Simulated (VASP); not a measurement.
Set up this calculation in VASP 6.6.1, as the native input.

* Task: single point
* Functional: r2SCAN
* Dispersion: rVV10
* Potentials or basis: VASP PAW PBE potentials, release 64 (Ag, Cl)
* Cutoff: 550 eV
* k mesh: 10 × 10 × 10
* Occupations: fermi-dirac, width 0.03 eV
* Spin: no spin polarisation
* Dipole correction: no
* Further INCAR settings: ALGO = Normal; EDIFF = 1e-06; NBANDS = 16

Crystal: AgCl.

```
CELL_PARAMETERS angstrom
0.00000 2.74960 2.74960
2.74960 0.00000 2.74960
2.74960 2.74960 0.00000
ATOMIC_POSITIONS crystal
Ag 0.00000 0.00000 0.00000
Cl 0.50000 0.50000 0.50000
```

One way to write it, as run:

POSCAR

```
AgCl
1.0
    0.0000000000      2.7496037927      2.7496037927
    2.7496037927      0.0000000000      2.7496037927
    2.7496037927      2.7496037927      0.0000000000
Ag Cl
1 1
Direct
    0.0000000000      0.0000000000      0.0000000000
    0.5000000000      0.5000000000      0.5000000000
```

INCAR.step1

```
PREC = Accurate
ENCUT = 550
ISMEAR = -1
SIGMA = 0.03
LREAL = False
LASPH = True
NELM = 120
NBANDS = 16
GGA = PE
ALGO = Normal
EDIFF = 1E-5
LWAVE = True
LCHARG = False
GGA_COMPAT = False
```

INCAR.step2

```
PREC = Accurate
ENCUT = 550
EDIFF = 1E-6
ISMEAR = -1
SIGMA = 0.03
LREAL = False
LASPH = True
NELM = 120
ALGO = Normal
ISIF = 2
LWAVE = False
LCHARG = True
METAGGA = R2SCAN
LMIXTAU = True
LUSE_VDW = True
IVDW_NL = 2
BPARAM = 11.95
CPARAM = 0.0093
LELF = True
LVHAR = True
NBANDS = 16
ISTART = 1
GGA_COMPAT = False
```

KPOINTS

```
Automatic mesh
0
Gamma
  10 10 10
```

Potentials or basis: VASP PAW PBE potentials, release 64 (Ag, Cl).

Launch:

```bash
$ cat potpaw_PBE.64/Ag/POTCAR potpaw_PBE.64/Cl/POTCAR > POTCAR
$ cp INCAR.step1 INCAR
$ mpirun -np 1 vasp_std > vasp.out
$ cp INCAR.step2 INCAR
$ mpirun -np 1 vasp_std > vasp.out
```

Results of the run:

The pressure is 0.1 GPa. The band gap on the k mesh is 1.37 eV (least direct gap 3.69 eV).

Caveat: the PAW data sets were made with another functional, which shifts forces and pressure a little.

Wall time 2.5 min on 1 thread of Intel(R) Xeon(R) Platinum 8375C CPU @ 2.90GHz (Ice Lake), with other jobs on the host, peak memory 0.3 GiB.
